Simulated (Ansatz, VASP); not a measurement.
**Two plane-wave programs on Al**

INCAR

```
PREC     = Accurate       # precision mode
ENCUT    = 600            # plane-wave cutoff, eV
EDIFF    = 1E-7           # SCF threshold, eV
ISMEAR   = 0              # smearing method
SIGMA    = 0.1            # smearing width, eV
LREAL    = False          # projectors in reciprocal space
LASPH    = True           # aspherical terms in the spheres
NELM     = 60             # most SCF steps
ALGO     = Fast           # electronic algorithm
ISIF     = 3              # what is computed and relaxed
LWAVE    = False          # write WAVECAR
LCHARG   = False          # write CHGCAR
GGA      = PS             # functional
IBRION   = 2              # ionic algorithm
NSW      = 100            # ionic steps
EDIFFG   = -0.01          # ionic threshold
```

Contents of KPOINTS:

```
Automatic mesh
0
Gamma
  22 22 22
```

Contents of POSCAR:

```
Al
1.0
   -2.6298535700      2.6298535700      1.3579347108
    2.6298535700     -2.6298535700      1.3579347108
    2.6298535700      2.6298535700     -1.3579347108
Al
2
Direct
    0.0000000000      0.0000000000      0.0000000000
    0.7500000000      0.2500000000      0.5000000000
```

Input for Ansatz:

```yaml
crystal:
  lattice:
    - [-2.62985357, 2.62985357, 1.3579347108]
    - [2.62985357, -2.62985357, 1.3579347108]
    - [2.62985357, 2.62985357, -1.3579347108]
  atoms:
    - { symbol: Al, position: [0.0, 0.0, 0.0] }
    - { symbol: Al, position: [0.75, 0.25, 0.5] }
basis:
  ecutwfc: 420
kpoints:
  mp_grid: { grid: [22, 22, 22] }
hamiltonian:
  xc: pbesol
scf:
  occupations: { method: gaussian, width: 0.1 }
output:
  forces: true
  stress: true
  eigenvalues: true
relax:
  adjacent_minimum: "off"
  f_tol: 0.01
  max_steps: 80
  cell: { stress_tol: 0.05 }
```

Alike in both runs: task relaxation of cell and atoms; functional PBEsol; k mesh 22 × 22 × 22; occupations gaussian, width 0.1 eV; no spin polarisation.

```csv
,VASP,Ansatz
version,VASP 6.6.1,Ansatz 0.2.0
potentials or method,"VASP PAW PBE potentials, release 64 (Al), cutoff 600 eV","scalar-relativistic, plane waves, PAW"
valence electrons in the cell,6,6
```

```csv
,VASP,Ansatz,Ansatz less VASP
"gap on the k mesh at the Fermi level, each at its own relaxed structure (eV)",none,none,-
relaxed volume (Å³/atom),18.80,18.78,-0.020
relaxed length of the cell vector where the two differ most in proportion (Å),3.962,3.960,-0.0013
```

VASP's potentials were made for PBE, not for PBEsol. A gap of «none» marks a metal or a gap that the smearing closes.
